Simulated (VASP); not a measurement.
Wanted: the native input for a VASP 6.6.1 run.

* Task: single point
* Functional: PBE
* Potentials or basis: VASP PAW PBE potentials, release 64 (Ge_d, N)
* Cutoff: 520 eV
* k mesh: 12 × 12 × 16
* Occupations: gaussian, width 0.1 eV
* Spin: no spin polarisation
* Dipole correction: no
* Further INCAR settings: ALGO = Normal; EDIFF = 1e-06; NBANDS = 24

The structure of Ge2N lies in POSCAR:

```
Ge2N
1.0
    4.3047515103      0.0000000000      0.0000000000
   -2.1523757552      3.7280241649      0.0000000000
    0.0000000000      0.0000000000      2.8237301521
Ge N
2 1
Direct
    0.3333333333      0.6666666667      0.5000000000
    0.6666666667      0.3333333333      0.5000000000
    0.0000000000      0.0000000000      0.0000000000
```

One way to write it, as run:

INCAR

```
SYSTEM = Ge2N
  PREC = Accurate
  ENCUT = 520
  EDIFF = 1E-6
  ISMEAR = 0
  SIGMA = 0.1
  LREAL = .FALSE.
  LASPH = .TRUE.
  NELM = 80
  ALGO = Normal
  ISIF = 2
  LWAVE = .FALSE.
  LCHARG = .FALSE.
  GGA = PE
  NBANDS = 24
```

KPOINTS

```
Automatic mesh
0
G
  12 12 16
  0 0 0
```

Potentials or basis: VASP PAW PBE potentials, release 64 (Ge_d, N).

Launch:

```bash
$ cat potpaw_PBE.64/Ge_d/POTCAR potpaw_PBE.64/N/POTCAR > POTCAR
$ mpirun -np 1 vasp_std > vasp.out
```

It gave:

```
Pressure : 0.0 GPa
```

Run time: 110 s on 1 thread of AMD EPYC 7R13 Processor (Zen 3), with other jobs on the host, peak memory 0.25 GiB.
